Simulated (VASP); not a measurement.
Here is a VASP 6.6.1 calculation.

Contents of INCAR:

```
PREC = Accurate ; ENCUT = 520
EDIFF = 1E-7 ; ISMEAR = -1
SIGMA = 0.1 ; LREAL = F
LASPH = T ; NELM = 100
ALGO = Normal ; ISIF = 2
LWAVE = F ; LCHARG = T
LDIPOL = T ; IDIPOL = 3
DIPOL = 0.5 0.5 0.500 ; LELF = T
LVHAR = T ; LVACPOTAV = T
NBANDS = 24
```

File KPOINTS:

```
regular mesh
0
Gamma
  15 15 1
```

Contents of POSCAR:

```
Ta
1.0
    2.8181880382      0.0000000000      0.0000000000
   -0.9393960127      2.6570131632      0.0000000000
    0.0000000000      0.0000000000     20.6021000000
Ta
3
Direct
    0.0000000000      0.0000000000      0.3883103714
    0.5000000000      0.5000000000      0.5000000000
    0.0000000000      0.0000000000      0.6116896286
```

Potentials or basis: VASP PAW LDA potentials, release 64 (Ta_pv).

Run with:

```bash
$ cat potpaw_LDA.64/Ta_pv/POTCAR > POTCAR
$ mpirun -np 1 vasp_std > vasp.out
```

Predict the band gap on the k mesh.

zero (an odd number of electrons rules out a gap without spin polarisation).

What does it give for the largest force?

0.433 eV/Å.

Forces on the atoms (eV/Å):
```
Ta   0.000  0.000  0.433
Ta   0.000  0.000  0.000
Ta   0.000  0.000 -0.433
```

Caveat: spin-orbit coupling is left out, which moves the levels of the heavy elements.
